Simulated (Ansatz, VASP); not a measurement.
Co: VASP beside Ansatz

File INCAR:

```
SYSTEM = Co
  PREC = Accurate
  ENCUT = 520
  EDIFF = 1E-6
  ISMEAR = -1
  SIGMA = 0.05
  LREAL = .FALSE.
  LASPH = .TRUE.
  NELM = 150
  ALGO = Normal
  ISIF = 2
  LWAVE = .FALSE.
  LCHARG = .FALSE.
  ISPIN = 2
  MAGMOM = 1.69 1.69
  LORBIT = 11
  LMAXMIX = 4
  GGA = PE
  NBANDS = 20
```

Contents of KPOINTS:

```
regular mesh
0
G
  15 15 8
  0 0 0
```

The input POSCAR:

```
Co
1.0
    2.4935221926      0.0000000000      0.0000000000
   -1.2467610963      2.1594535637      0.0000000000
    0.0000000000      0.0000000000      4.0277844638
Co
2
Direct
    0.3333333333      0.6666666667      0.2500000000
    0.6666666667      0.3333333333      0.7500000000
```

Input for Ansatz:

```yaml
crystal:
  lattice:
    - [2.4935221926, 0.0, 0.0]
    - [-1.2467610963, 2.1594535637, 0.0]
    - [0.0, 0.0, 4.0277844638]
  atoms:
    - { symbol: Co, position: [0.3333333333, 0.6666666667, 0.25], spin: 1.69 }
    - { symbol: Co, position: [0.6666666667, 0.3333333333, 0.75], spin: 1.69 }
hamiltonian:
  xc: pbe
  pseudopotentials:
    kind: paw
    azcp:
      Co: "pseudopotentials/Co.paw.azcp"
basis:
  ecutwfc: 420
  fft_grid_basis: typed
kpoints:
  mp_grid: { grid: [15, 15, 8], shift: [0, 0, 0] }
magnetization:
  spin_polarized: true
scf:
  occupations: { method: fermi_dirac, width: 0.05 }
  lower_state_search: "off"
output:
  stress: true
```

Alike in both runs: task single point; functional PBE; k mesh 15 × 15 × 8; occupations fermi-dirac, width 0.05 eV; collinear spin.

|  | VASP | Ansatz |
| --- | --- | --- |
| version | VASP 6.6.1 | Ansatz 0.2.0 |
| potentials or method | VASP PAW PBE potentials, release 64 (Co), cutoff 520 eV | plane waves (420 eV) with PAW, scalar-relativistic |
| valence electrons in the cell | 18 | 34 |

```tsv
	VASP	Ansatz	Ansatz less VASP
pressure (GPa)	-0.2	0.6	+0.75
traceless stress, the component that is largest in VASP (GPa)	0.12	0.26	+0.131
net moment per atom (μB)	1.62	1.63	+0.006
size of the moment on the site where the two differ most (μB)	1.64	1.70	+0.062
```

Site moments also hang on the region over which each program counts them. VASP's potentials hold 18 valence electrons a cell and Ansatz's 34, so a difference there can come from the potentials and not from the codes.
